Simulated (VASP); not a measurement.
Write the native input for VASP 6.6.1 that does the following.

| Quantity | Value |
| --- | --- |
| Task | single point |
| Functional | PBEsol |
| Potentials or basis | VASP PAW PBE potentials, release 64 (Mg, O) |
| Cutoff | 520 eV |
| k mesh | 2 × 2 × 1 |
| Occupations | fermi-dirac, width 0.15 eV |
| Spin | no spin polarisation |
| Dipole correction | no |
| Further INCAR settings | ALGO = Normal; EDIFF = 1e-06; NBANDS = 27 |

The structure of Mg12O lies in POSCAR:

```
Mg12O
1.0
    6.4200000000      0.0000000000      0.0000000000
    3.2100000000      5.5598830000      0.0000000000
    0.0000000000      0.0000000000     16.2130400000
Mg O
12 1
Direct
    0.0000000000      0.0000000000      0.0616787475
    0.5000000000      0.0000000000      0.0616787475
    0.0000037321      0.4999925358      0.0616787475
    0.5000037321      0.4999925358      0.0616787475
   -0.2271529816      0.4076704492      0.2213711926
    0.2995471118      0.3885693278      0.2179233506
   -0.2364238384      0.9111342811      0.2294696121
    0.3405228418      0.8521941919      0.2069321978
   -0.0640786745      0.0455405267      0.3913763242
    0.4370294204     -0.0121585292      0.4054390787
   -0.0401443205      0.5180144978      0.4009241944
    0.4574696909      0.5029422382      0.3849987418
    0.1057536657      0.1910471857      0.4235849662
```

One way to write it, as run:

INCAR

```
SYSTEM = Mg12O
  PREC = Accurate
  ENCUT = 520
  EDIFF = 1E-6
  ISMEAR = -1
  SIGMA = 0.15
  LREAL = .False.
  LASPH = .True.
  NELM = 100
  ALGO = Normal
  ISIF = 2
  LWAVE = .False.
  LCHARG = .False.
  GGA = PS
  NBANDS = 27
```

KPOINTS

```
Automatic mesh
0
Gamma
  2 2 1
  0 0 0
```

Potentials or basis: VASP PAW PBE potentials, release 64 (Mg, O).

Launch:

```sh
$ cat potpaw_PBE.64/Mg/POTCAR potpaw_PBE.64/O/POTCAR > POTCAR
$ mpirun -np 1 vasp_std > vasp.out
```

Results of the run:

```
Largest force          : 1.301 eV/Å
Band gap on the k mesh : zero (band 15 reaches -0.19 eV, above the bottom of band 16 at -0.82 eV)
```

Caveat: the k points lie up to 0.57 Å⁻¹ apart; the PAW data sets were made with another functional, which shifts forces and pressure a little.

It took 2 min on 1 thread of AMD EPYC 7R43 64-Core Processor (Zen 3) (shared host), peak memory 0.56 GiB.
